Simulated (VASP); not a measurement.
**PbS: single point with PBEsol**

PbS, a slab with vacuum:

```
Pb S
1.0
     4.17438    0.00000    0.00000
     0.00000    5.90347    0.00000
     0.00000    0.00000   25.43595
Pb S
6 6
Direct
  0.50000 0.50000 0.29464
  0.00000 0.00000 0.36962
  0.50000 0.50000 0.46125
  0.00000 0.00000 0.53875
  0.50000 0.50000 0.63038
  0.00000 0.00000 0.70536
  0.50000 0.00000 0.29921
  0.00000 0.50000 0.36431
  0.50000 0.00000 0.46653
  0.00000 0.50000 0.53347
  0.50000 0.00000 0.63569
  0.00000 0.50000 0.70079
```

```json
{
  "Program": "VASP 6.6.1",
  "Task": "single point",
  "Functional": "PBEsol",
  "Potentials or basis": "VASP PAW PBE potentials, release 64 (Pb_d, S)",
  "Cutoff": "520 eV",
  "k mesh": "8 × 6 × 1",
  "Occupations": "gaussian, width 0.05 eV",
  "Spin": "no spin polarisation"
}
```

```json
{"Largest force": "0.005 eV/Å", "Band gap on the k mesh": "1.04 eV (least direct gap 1.06 eV)"}
```

Forces on the atoms (eV/Å):
```
Pb   0.000  0.000 -0.001
Pb   0.000  0.000 -0.005
Pb   0.000  0.000 -0.005
Pb   0.000  0.000  0.005
Pb   0.000  0.000  0.005
Pb   0.000  0.000  0.001
S    0.000  0.000  0.001
S    0.000  0.000  0.003
S    0.000  0.000 -0.002
S    0.000  0.000  0.002
S    0.000  0.000 -0.003
S    0.000  0.000 -0.001
```

Levels at points of the mesh, in eV from the valence-band top:
| k point | band 56 | band 57 | band 58 | band 59 | band 60 | band 61 | band 62 | band 63 | band 64 | band 65 |
| --- | --- | --- | --- | --- | --- | --- | --- | --- | --- | --- |
| (0.00, 0.00, 0.00) | -1.22 | -1.07 | -0.94 | -0.64 | -0.29 | 1.39 | 1.90 | 2.47 | 2.85 | 3.04 |
| (0.50, 0.00, 0.00) | -2.22 | -1.42 | -1.42 | -0.52 | -0.52 | 1.72 | 1.72 | 2.99 | 2.99 | 3.87 |
| (0.00, 0.50, 0.00) | -0.98 | -0.57 | -0.57 | 0.00 | 0.00 | 1.14 | 1.14 | 1.80 | 1.80 | 2.42 |
| (0.50, 0.50, 0.00) | -0.65 | -0.39 | -0.39 | -0.24 | -0.24 | 1.22 | 1.22 | 1.89 | 1.89 | 2.34 |

Wall time 30 min on 1 thread of Oxide Virtual Turin-like Processor, with other jobs on the host, peak memory 0.97 GiB.

Caveat: the PAW data sets were made with another functional, which shifts forces and pressure a little; spin-orbit coupling is left out, which moves the levels of the heavy elements.
